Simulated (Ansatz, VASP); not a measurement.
## Li in VASP and in Ansatz

The input INCAR:

```
PREC = Accurate
ENCUT = 600
EDIFF = 1E-6
ISMEAR = 0
SIGMA = 0.1
LREAL = F
LASPH = T
NELM = 60
ALGO = Normal
ISIF = 3
LWAVE = F
LCHARG = F
GGA = PE
IBRION = 2
NSW = 90
EDIFFG = -0.04
```

File KPOINTS:

```
Automatic mesh
0
Gamma
  8 8 6
```

POSCAR

```
Li
1.0
    1.3539214700     -2.9786783000      0.0000000000
    1.3539214700      2.9786783000      0.0000000000
    0.0000000000      0.0000000000      2.6606900500
Li
1
Direct
    0.0000000000      0.0000000000      0.0000000000
```

Input for Ansatz:

```yaml
crystal:
  lattice:
    - [1.35392147, -2.9786783, 0.0]
    - [1.35392147, 2.9786783, 0.0]
    - [0.0, 0.0, 2.66069005]
  atoms:
    - { symbol: Li, position: [0.0, 0.0, 0.0] }
basis:
  ecutwfc: 420
kpoints:
  mp_grid: { grid: [8, 8, 6] }
hamiltonian:
  xc: pbe
scf:
  occupations: { method: gaussian, width: 0.1 }
  lower_state_search: "off"
output:
  forces: true
  stress: true
  eigenvalues: true
relax:
  adjacent_minimum: "off"
  f_tol: 0.04
  max_steps: 70
  cell: { stress_tol: 0.4 }
```

Alike in both runs: task relaxation of cell and atoms; functional PBE; k mesh 8 × 8 × 6; occupations gaussian, width 0.1 eV; no spin polarisation.

|  | VASP | Ansatz |
| --- | --- | --- |
| version | VASP 6.6.1 | Ansatz 0.2.0 |
| potentials or method | VASP PAW PBE potentials, release 64 (Li_sv), cutoff 600 eV | scalar-relativistic, plane waves, PAW |
| valence electrons in the cell | 3 | 3 |

Ansatz gave:

| Property | Result |
| --- | --- |
| gap on the k mesh at the Fermi level, each at its own relaxed structure (eV) | none |
| relaxed volume (Å³/atom) | 20.15 |
| relaxed length of the cell vector where the two differ most in proportion (Å) | 2.691 |

Question: Which values does VASP return?

Answer: gap on the k mesh at the Fermi level, each at its own relaxed structure (eV): none; relaxed volume (Å³/atom): 20.27; relaxed length of the cell vector where the two differ most in proportion (Å): 2.700.

A gap of «none» marks a metal or a gap that the smearing closes.

The k mesh is coarse, so the values compare programs but aren't converged. Noted on VASP's run: the cutoff is under 1.25 times that of the potentials, so the pressure is a little rough.
